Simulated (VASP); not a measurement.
# Cd2S: single point with PBEsol

Cd2S:

```
Cd S
1.0
     4.04192    0.00000    0.00000
    -2.02096    3.50041    0.00000
     0.00000    0.00000    5.80919
Cd S
2 1
Direct
  0.33333 0.66667 0.93272
  0.66667 0.33333 0.57873
  0.33333 0.66667 0.36571
```

```
Program             : VASP 6.6.1
Task                : single point
Functional          : PBEsol
Potentials or basis : VASP PAW PBE potentials, release 64 (Cd, S)
Cutoff              : 520 eV
k mesh              : 6 × 6 × 4
Occupations         : fermi-dirac, width 0.05 eV
Spin                : no spin polarisation
```

```yaml
Pressure: -3.9 GPa
Largest_force: 0.235 eV/Å
Band_gap_on_the_k_mesh: 0.10 eV, indirect (least direct gap 0.42 eV)
```

Forces in eV/Å, atoms in the order of the input:
```
Cd   0.000  0.000 -0.033
Cd   0.000  0.000 -0.201
S    0.000  0.000  0.235
```

Levels at points of the mesh, in eV from the valence-band top:
| k point | band 13 | band 14 | band 15 | band 16 | band 17 | band 18 |
| --- | --- | --- | --- | --- | --- | --- |
| (0.00, 0.00, 0.00) | -3.76 | -0.96 | -0.96 | 2.72 | 4.80 | 6.37 |
| (0.50, 0.00, 0.00) | -3.12 | -1.78 | -1.47 | 0.44 | 2.89 | 4.39 |
| (0.00, 0.00, 0.50) | -0.88 | -0.88 | -0.30 | 0.86 | 4.50 | 5.93 |
| (0.50, 0.00, 0.50) | -3.88 | -1.57 | -1.10 | 1.38 | 3.04 | 4.11 |

It took 85 s on 1 thread of AMD EPYC 7R13 (shared host), peak memory 0.18 GiB.

Caveat: the PAW data sets were made with another functional, which shifts forces and pressure a little. A k mesh can miss the band edges.
